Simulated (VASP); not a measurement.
# K3Os (Pm-3m) in VASP: single point with PBE+U

Aim: the single point of K3Os with PBE+U.

All numbers are computed with VASP 6.6.1; they aren't measurements. Logs are shortened: lines on timing, memory, paths and dates and some standing lists are left out, and cuts for length are marked.

### Step 1. The cell of the first run

The structure is cubic, space group Pm-3m (No. 221). Conventional cell: a = 5.206 Å, b = 5.206 Å, c = 5.206 Å, α = 90.00°, β = 90.00°, γ = 90.00°. Within 4.8 Å of K (site symmetry 4/mmm) lie 8 K at 3.68 Å and 4 Os at 3.68 Å. Os (site symmetry m-3m) has 12 K at 3.68 Å within 4.8 Å.

### Step 2. Single point, PBE+U

Input file INCAR:

```
SYSTEM = K3Os
PREC = Accurate ; ENCUT = 520
EDIFF = 1E-6 ; ISMEAR = 0
SIGMA = 0.1 ; LREAL = .FALSE.
LASPH = .TRUE. ; NELM = 150
ALGO = Fast ; ISIF = 2
LWAVE = .FALSE. ; LCHARG = .FALSE.
LMAXMIX = 4 ; LDAU = .TRUE.
LDAUTYPE = 2 ; LDAUL = -1 2
LDAUU = 0 3 ; LDAUJ = 0 0
LDAUPRINT = 1 ; GGA = PE
NBANDS = 26
```

Input file KPOINTS:

```
regular mesh
0
G
  10 10 10
  0 0 0
```

Input file POSCAR:

```
K3Os
1.0
    5.2061071862      0.0000000000      0.0000000000
    0.0000000000      5.2061071862      0.0000000000
    0.0000000000      0.0000000000      5.2061071862
K Os
3 1
Direct
    0.0000000000      0.5000000000      0.5000000000
    0.5000000000      0.0000000000      0.5000000000
    0.5000000000      0.5000000000      0.0000000000
    0.0000000000      0.0000000000      0.0000000000
```

Potentials or basis: VASP PAW PBE potentials, release 64 (K_sv, Os).

On the command line:

```bash
$ cat potpaw_PBE.64/K_sv/POTCAR potpaw_PBE.64/Os/POTCAR > POTCAR
$ mpirun -np 1 vasp_std > vasp.out
```

OUTCAR:

```text
SYSTEM = K3Os
   PREC = Accurate
   ENCUT = 520
   EDIFF = 1E-6
   ISMEAR = 0
   LREAL = .FALSE.
   LASPH = .TRUE.
   NELM = 150
   ISIF = 2
   GGA = PE

 ion  position               nearest neighbor table
   1  0.000  0.500  0.500-   2 3.68   3 3.68   3 3.68   2 3.68   2 3.68   3 3.68   3 3.68   2 3.68

   2  0.500  0.000  0.500-   1 3.68   3 3.68   3 3.68   1 3.68   3 3.68   3 3.68   1 3.68   1 3.68

   3  0.500  0.500  0.000-   1 3.68   2 3.68   1 3.68   2 3.68   2 3.68   2 3.68   1 3.68   1 3.68

   4  0.000  0.000  0.000-

  LATTYP: Found a simple cubic cell.
 ALAT       =     5.2061071862

  Lattice vectors:

 A1 = (   5.2061071862,   0.0000000000,   0.0000000000)
 A2 = (   0.0000000000,   5.2061071862,   0.0000000000)
 A3 = (   0.0000000000,   0.0000000000,   5.2061071862)

Analysis of symmetry for initial positions (statically):
=====================================================================
 Subroutine PRICEL returns:
 Original cell was already a primitive cell.

 Routine SETGRP: Setting up the symmetry group for a
 simple cubic supercell.

 Subroutine GETGRP returns: Found 48 space group operations
 (whereof 48 operations were pure point group operations)
 out of a pool of 48 trial point group operations.

The static configuration has the point symmetry O_h .

Analysis of symmetry for dynamics (positions and initial velocities):
=====================================================================
 Subroutine PRICEL returns:
 Original cell was already a primitive cell.

 Routine SETGRP: Setting up the symmetry group for a
 simple cubic supercell.

 Subroutine GETGRP returns: Found 48 space group operations
 (whereof 48 operations were pure point group operations)
 out of a pool of 48 trial point group operations.

The dynamic configuration has the point symmetry O_h .

 Subroutine INISYM returns: Found 48 space group operations
 (whereof 48 operations are pure point group operations),
 and found     1 'primitive' translations

----------------------------------------------------------------------------------------

                                     Primitive cell

  volume of cell :     141.1040

  direct lattice vectors                    reciprocal lattice vectors
     5.206107186  0.000000000  0.000000000     0.192082100  0.000000000  0.000000000
     0.000000000  5.206107186  0.000000000     0.000000000  0.192082100  0.000000000
     0.000000000  0.000000000  5.206107186     0.000000000  0.000000000  0.192082100

  length of vectors
     5.206107186  5.206107186  5.206107186     0.192082100  0.192082100  0.192082100

  position of ions in fractional coordinates (direct lattice)
     0.000000000  0.500000000  0.500000000
     0.500000000  0.000000000  0.500000000
     0.500000000  0.500000000  0.000000000
     0.000000000  0.000000000  0.000000000

  ion indices of the primitive-cell ions
   primitive index   ion index
                 1           1
                 2           2
                 3           3
                 4           4

----------------------------------------------------------------------------------------

 KPOINTS: regular mesh

Automatic generation of k-mesh.
 Grid dimensions read from file:
 generate k-points for:   10   10   10

 Generating k-lattice:

  Cartesian coordinates                     Fractional coordinates (reciprocal lattice)
     0.019208210  0.000000000  0.000000000     0.100000000  0.000000000  0.000000000
     0.000000000  0.019208210  0.000000000     0.000000000  0.100000000  0.000000000
     0.000000000  0.000000000  0.019208210     0.000000000  0.000000000  0.100000000

  Length of vectors
     0.019208210  0.019208210  0.019208210

  Shift w.r.t. Gamma in fractional coordinates (k-lattice)
     0.000000000  0.000000000  0.000000000

 Subroutine IBZKPT returns following result:
 ===========================================

 Found     56 irreducible k-points:

 Following reciprocal coordinates:
            Coordinates               Weight
  0.000000  0.000000  0.000000      1.000000
  0.100000  0.000000  0.000000      6.000000
  0.200000  0.000000  0.000000      6.000000
  0.300000  0.000000  0.000000      6.000000
  0.400000  0.000000  0.000000      6.000000
  0.500000  0.000000  0.000000      3.000000
[... 16 lines left out ...]
  0.200000  0.100000  0.100000     24.000000
  0.300000  0.100000  0.100000     24.000000
 [... further k-points ...]
   k-points           NKPTS =     56   k-points in BZ     NKDIM =     56   number of bands    NBANDS=     26
   number of dos      NEDOS =    301   number of ions     NIONS =      4
   total plane-waves  NPLWV =  64000
   dimension x,y,z NGX =    40 NGY =   40 NGZ =   40
   dimension x,y,z NGXF=    80 NGYF=   80 NGZF=   80
   ions per type =               3   1
   NGX,Y,Z   is equivalent  to a cutoff of  12.77, 12.77, 12.77 a.u.
   NGXF,Y,Z  is equivalent  to a cutoff of  25.55, 25.55, 25.55 a.u.
 SYSTEM =  K3Os
   PREC   = accura    normal or accurate (medium, high low for compatibility)
   ISTART =      0    job   : 0-new  1-cont  2-samecut
   ICHARG =      2    charge: 1-file 2-atom 10-const
   ISPIN  =      1    spin polarized calculation?
   LNONCOLLINEAR =      F non collinear calculations
   LSORBIT =      F    spin-orbit coupling
   LASPH  =      T    aspherical Exc in radial PAW
   ENCUT  =  520.0 eV  38.22 Ry    6.18 a.u.   9.68  9.68  9.68*2*pi/ulx,y,z
   NELM   =    150;   NELMIN=  2; NELMDL= -5     # of ELM steps
   EDIFF  = 0.1E-05   stopping-criterion for ELM
   LREAL  =      F    real-space projection
   EDIFFG = 0.1E-04   stopping-criterion for IOM
   NSW    =      0    number of steps for IOM
   IBRION =     -1    ionic relax: 0-MD 1-quasi-New 2-CG
   NFREE  =      0    steps in history (QN), initial steepest desc. (CG)
   ISIF   =      2    stress and relaxation
   ISYM   =      2    0-nonsym 1-usesym 2-fastsym
   POTIM  = 0.5000    time-step for ionic-motion
   TEBEG  =    0.0;   TEEND  =   0.0 temperature during run
   PSTRESS=    0.0 pullay stress
   NELECT =      35.0000    total number of electrons
   NUPDOWN=      -1.0000    fix difference up-down
   EMIN   =  10.00;   EMAX   =-10.00  energy-range for DOS
   EFERMI =   0.00;   METHOD = LEGACY
   ISMEAR =     0;   SIGMA  =   0.10  broadening in eV -4-tet -1-fermi 0-gaus
   EFERMI_NEDOS =   21; number of points for ismear=-14 and -15
   IALGO  =     68    algorithm
   IMIX   =      4    mixing-type and parameters
     AMIX     =   0.40;   BMIX     =  1.00
     AMIX_MAG =   1.60;   BMIX_MAG =  1.00
  volume/ion in A,a.u.               =      35.28       238.05
  Fermi-wavevector in a.u.,A,eV,Ry     =   1.028611  1.943793 14.395510  1.058040
  Thomas-Fermi vector in A             =   2.162616
   LORBIT       =      0    0 simple, 1 ext, 2 COOP (PROOUT), +10 PAW based schemes
 LDA+U is selected, type is set to LDAUTYPE =  2
   angular momentum for each species LDAUL =    -1    2
   U (eV)           for each species LDAUU =   0.0  3.0
   J (eV)           for each species LDAUJ =   0.0  0.0
   GGA     = PE    functional components
   LHFCALC =     F    Hartree Fock is set to
   AEXX    =    0.0000 exact exchange contribution
   IVDW    =     0    specifies the selected vdW correction
   LEPSILON=     F    determine dielectric tensor
   LRPA    =     F    only Hartree local field effects (RPA)
 non-spin polarized calculation
 RMM-DIIS sequential band-by-band and
 Gauss-broadening in eV      SIGMA  =   0.10
  energy-cutoff  :      520.00
  volume of cell :      141.10
 maximum number of plane-waves:      3840
 NGX is ok and might be reduce to    40
   NGX = 19   NGY = 19   NGZ = 19

atom =   4  type =  2  l = 2

 onsite density matrix

spin component  1

  0.8408 -0.0000  0.0000 -0.0000  0.0000
 -0.0000  0.8408 -0.0000 -0.0000 -0.0000
  0.0000 -0.0000  0.3214 -0.0000 -0.0000
 -0.0000 -0.0000 -0.0000  0.8408 -0.0000
  0.0000 -0.0000 -0.0000 -0.0000  0.3214

spin component  2

  0.8408 -0.0000  0.0000 -0.0000  0.0000
 -0.0000  0.8408 -0.0000 -0.0000 -0.0000
  0.0000 -0.0000  0.3214 -0.0000 -0.0000
 -0.0000 -0.0000 -0.0000  0.8408 -0.0000
  0.0000 -0.0000 -0.0000 -0.0000  0.3214

 occupancies and eigenvectors

  o =  0.3214  v =  0.0000 -0.0000  0.9733 -0.0000  0.2295  0.0000  0.0000  0.0000  0.0000  0.0000      0.0000  0.0000  0.0000  0.0000  0.0000  0.0000  0.0000  0.0000  0.0000  0.0000
  o =  0.3214  v =  0.0000  0.0000  0.0000  0.0000  0.0000  0.0000 -0.0000  0.9733 -0.0000  0.2295      0.0000  0.0000  0.0000  0.0000  0.0000  0.0000  0.0000  0.0000  0.0000  0.0000
  o =  0.3214  v =  0.0000 -0.0000 -0.2295 -0.0000  0.9733  0.0000  0.0000  0.0000  0.0000  0.0000      0.0000  0.0000  0.0000  0.0000  0.0000  0.0000  0.0000  0.0000  0.0000  0.0000
  o =  0.3214  v =  0.0000  0.0000  0.0000  0.0000  0.0000  0.0000 -0.0000 -0.2295 -0.0000  0.9733      0.0000  0.0000  0.0000  0.0000  0.0000  0.0000  0.0000  0.0000  0.0000  0.0000
  o =  0.8408  v =  0.0000  0.0000  0.0000  0.0000  0.0000  1.0000  0.0000  0.0000  0.0000  0.0000      0.0000  0.0000  0.0000  0.0000  0.0000  0.0000  0.0000  0.0000  0.0000  0.0000
  o =  0.8408  v =  1.0000  0.0000  0.0000  0.0000  0.0000  0.0000  0.0000  0.0000  0.0000  0.0000      0.0000  0.0000  0.0000  0.0000  0.0000  0.0000  0.0000  0.0000  0.0000  0.0000
  o =  0.8408  v =  0.0000 -0.9367 -0.0000  0.3502  0.0000  0.0000  0.0000  0.0000  0.0000  0.0000      0.0000  0.0000  0.0000  0.0000  0.0000  0.0000  0.0000  0.0000  0.0000  0.0000
  o =  0.8408  v =  0.0000  0.0000  0.0000  0.0000  0.0000  0.0000 -0.9367 -0.0000  0.3502  0.0000      0.0000  0.0000  0.0000  0.0000  0.0000  0.0000  0.0000  0.0000  0.0000  0.0000
  o =  0.8408  v =  0.0000  0.0000  0.0000  0.0000  0.0000  0.0000  0.3502  0.0000  0.9367  0.0000      0.0000  0.0000  0.0000  0.0000  0.0000  0.0000  0.0000  0.0000  0.0000  0.0000
  o =  0.8408  v =  0.0000  0.3502  0.0000  0.9367  0.0000  0.0000  0.0000  0.0000  0.0000  0.0000      0.0000  0.0000  0.0000  0.0000  0.0000  0.0000  0.0000  0.0000  0.0000  0.0000

 number of electron      34.9999999 magnetization

 Free energy of the ion-electron system (eV)
  ---------------------------------------------------
  ext. energy  EPLUGINS =         0.00000000
  ---------------------------------------------------
  free energy    TOTEN  =        -5.37260965 eV

  energy without entropy =       -5.34088462  energy(sigma->0) =       -5.35674713

 E-fermi :   1.4808     XC(G=0):  -7.9923

 val. band max:        1.4743646354   @ k =   0.1000   0.1000   0.0000
 cond. band min:       1.4808439633   @ k =   0.5000   0.3000   0.2000
 fundamental gap:      0.0064793279
 Fermi energy:         1.4808021794

 k-point     1 :       0.0000    0.0000    0.0000
  band No.  band energies     occupation
      1     -30.0419      2.00000
      2     -29.9531      2.00000
      3     -29.9531      2.00000
      4     -13.7941      2.00000
      5     -13.7941      2.00000
      6     -13.7941      2.00000
[... 18 lines left out ...]
     25       5.3820      0.00000
     26       5.3873      0.00000

 k-point     2 :       0.1000    0.0000    0.0000
  band No.  band energies     occupation
      1     -30.0399      2.00000
      2     -29.9550      2.00000
      3     -29.9530      2.00000
      4     -13.7889      2.00000
      5     -13.7889      2.00000
      6     -13.7865      2.00000
[... 18 lines left out ...]
     25       5.4227      0.00000
     26       5.6056      0.00000

 k-point     3 :       0.2000    0.0000    0.0000
  band No.  band energies     occupation
      1     -30.0344      2.00000
      2     -29.9604      2.00000
      3     -29.9530      2.00000
      4     -13.7748      2.00000
      5     -13.7748      2.00000
      6     -13.7643      2.00000
[... 18 lines left out ...]
     25       5.5432      0.00000
     26       5.7166      0.00000

 k-point     4 :       0.3000    0.0000    0.0000
  band No.  band energies     occupation
      1     -30.0261      2.00000
      2     -29.9687      2.00000
      3     -29.9529      2.00000
      4     -13.7556      2.00000
      5     -13.7556      2.00000
      6     -13.7304      2.00000
[... 18 lines left out ...]
     25       5.5862      0.00000
     26       5.7519      0.00000
[... 496 lines left out ...]
      1     -30.0362      2.00000
      2     -29.9558      2.00000
      3     -29.9558      2.00000
      4     -13.8090      2.00000
      5     -13.7607      2.00000
      6     -13.7607      2.00000
[... 18 lines left out ...]
     25       5.2826      0.00000
     26       5.7558      0.00000

 k-point    23 :       0.2000    0.1000    0.1000
  band No.  band energies     occupation
      1     -30.0308      2.00000
      2     -29.9611      2.00000
      3     -29.9557      2.00000
      4     -13.8134      2.00000
      5     -13.7469      2.00000
      6     -13.7233      2.00000
[... 18 lines left out ...]
     25       5.4348      0.00000
     26       5.8581      0.00000

 k-point    24 :       0.3000    0.1000    0.1000
  band No.  band energies     occupation
      1     -30.0229      2.00000
      2     -29.9689      2.00000
      3     -29.9557      2.00000
      4     -13.8079      2.00000
      5     -13.7279      2.00000
      6     -13.6813      2.00000
[... 18 lines left out ...]
     25       5.6320      0.00000
     26       6.0075      0.00000

 [... further k-points ...]
[... 5 lines left out ...]
  --------------------------------------------------------------------------------------
  -------------------------------------------------------------------------------------
  Total        0.3915783      0.3915783      0.3915783      0.0000000      0.0000000      0.0000000
  in kB        4.4462092      4.4462092      4.4462092      0.0000000      0.0000000      0.0000000
  external PRESSURE =       4.4462092 kB  Pullay stress =       0.0000000 kB

 VOLUME and BASIS-vectors are now :
 -----------------------------------------------------------------------------
  energy-cutoff  :      520.00
  volume of cell :      141.10
      direct lattice vectors                 reciprocal lattice vectors
     5.206107186  0.000000000  0.000000000     0.192082100  0.000000000  0.000000000
     0.000000000  5.206107186  0.000000000     0.000000000  0.192082100  0.000000000
     0.000000000  0.000000000  5.206107186     0.000000000  0.000000000  0.192082100

 POSITION                                       TOTAL-FORCE (eV/Angst)
 -----------------------------------------------------------------------------------
      0.00000      2.60305      2.60305         0.000000      0.000000      0.000000
      2.60305      0.00000      2.60305         0.000000      0.000000      0.000000
      2.60305      2.60305      0.00000         0.000000      0.000000      0.000000
      0.00000      0.00000      0.00000         0.000000      0.000000      0.000000
 -----------------------------------------------------------------------------------
    total drift:                               -0.000000     -0.000000     -0.000000

  FREE ENERGIE OF THE ION-ELECTRON SYSTEM (eV)
  ---------------------------------------------------
  free  energy   TOTEN  =        -5.3726096547 eV

  energy  without entropy=       -5.3408846150  energy(sigma->0) =       -5.35674713
```

Run time: 3.6 min. Hardware: 1 thread of Intel Xeon Platinum 8488C (Sapphire Rapids), shared host; peak memory 0.36 GiB.

Results:

- Free energy: -5.3726 eV
- Pressure: 0.4 GPa
- Band gap on the k mesh: zero (an odd number of electrons rules out a gap without spin polarisation)

Eigenvalues of the final occupation matrices:
```
    site  spin  trace               eigenvalues
site 4 d     1   3.17  0.32 0.32 0.84 0.84 0.84
site 4 d     2   3.17  0.32 0.32 0.84 0.84 0.84
```

Caveat: spin-orbit coupling is left out, which moves the levels of the heavy elements; U without spin polarisation on a metal has little footing; the U is typed as a test and isn't derived for this compound.
